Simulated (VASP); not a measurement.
Here is a VASP 6.6.1 calculation.

INCAR

```
SYSTEM = CrO2
ALGO = Normal ; EDIFF = 1E-6
ENCUT = 520 ; GGA = PE
ISIF = 2 ; ISMEAR = 1
ISPIN = 2 ; LASPH = .TRUE.
LCHARG = .TRUE. ; LDAU = .TRUE.
LDAUJ = 0 0 ; LDAUL = 2 -1
LDAUPRINT = 1 ; LDAUTYPE = 2
LDAUU = 4.5 0 ; LELF = .TRUE.
LMAXMIX = 4 ; LORBIT = 11
LREAL = .FALSE. ; LVHAR = .TRUE.
LWAVE = .FALSE. ; MAGMOM = 3 3 0 0 0 0
NBANDS = 37 ; NELM = 150
PREC = Accurate ; SIGMA = 0.15
```

KPOINTS

```
k-points
0
G
  6 6 9
  0 0 0
```

Contents of POSCAR:

```
CrO2
1.0
    4.4210000000      0.0000000000      0.0000000000
    0.0000000000      4.4210000000      0.0000000000
    0.0000000000      0.0000000000      2.9170000000
Cr O
2 4
Direct
    0.0000000000      0.0000000000      0.0000000000
    0.5000000000      0.5000000000      0.5000000000
    0.3010000000      0.3010000000      0.0000000000
    0.1990000000      0.8010000000      0.5000000000
    0.6990000000      0.6990000000      0.0000000000
    0.8010000000      0.1990000000      0.5000000000
```

Potentials or basis: VASP PAW PBE potentials, release 64 (Cr_pv, O).

Launch:

```sh
$ cat potpaw_PBE.64/Cr_pv/POTCAR potpaw_PBE.64/O/POTCAR > POTCAR
$ mpirun -np 1 vasp_std > vasp.out
```

(1) What does it give for the band gap on the k mesh?

(2) What does it give for the net moment?

(3) Predict the site moments.

(4) Estimate the pressure.

## Answers

(1) zero (filled and empty bands overlap).

(2) 4.00 μB per cell.

(3) Cr +2.42; O -0.20 μB.

(4) 13.3 GPa.

Caveat: the cell stands under pressure.
